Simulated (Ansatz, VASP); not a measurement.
**NaCl: VASP beside Ansatz**

```
Na Cl
1.0
     3.45955    0.00000    0.00000
     0.00000    3.45955    0.00000
     0.00000    0.00000    3.45955
Na Cl
1 1
Cartesian
  0.0000 0.0000 0.0000
  1.7298 1.7298 1.7298
```

Alike in both runs: task single point; functional PBEsol; k mesh 6 × 6 × 6; no spin polarisation.

```csv
,VASP,Ansatz
version,VASP 6.6.1,Ansatz 0.2.0
potentials or method,"VASP PAW PBE potentials, release 64 (Na_pv, Cl)",plane waves
plane-wave cutoff (eV),520,420
occupations,"gaussian, width 0.01 eV",fixed
valence electrons in the cell,14,16
```

```csv
,VASP,Ansatz,Ansatz less VASP
gap on the k mesh at the Fermi level (eV),3.95,3.96,+0.003
pressure (GPa),-0.3,-0.3,0.00
```

VASP's potentials were made for PBE, not for PBEsol. VASP's potentials hold 14 valence electrons a cell and Ansatz's 16, so a difference there can come from the potentials and not from the codes.
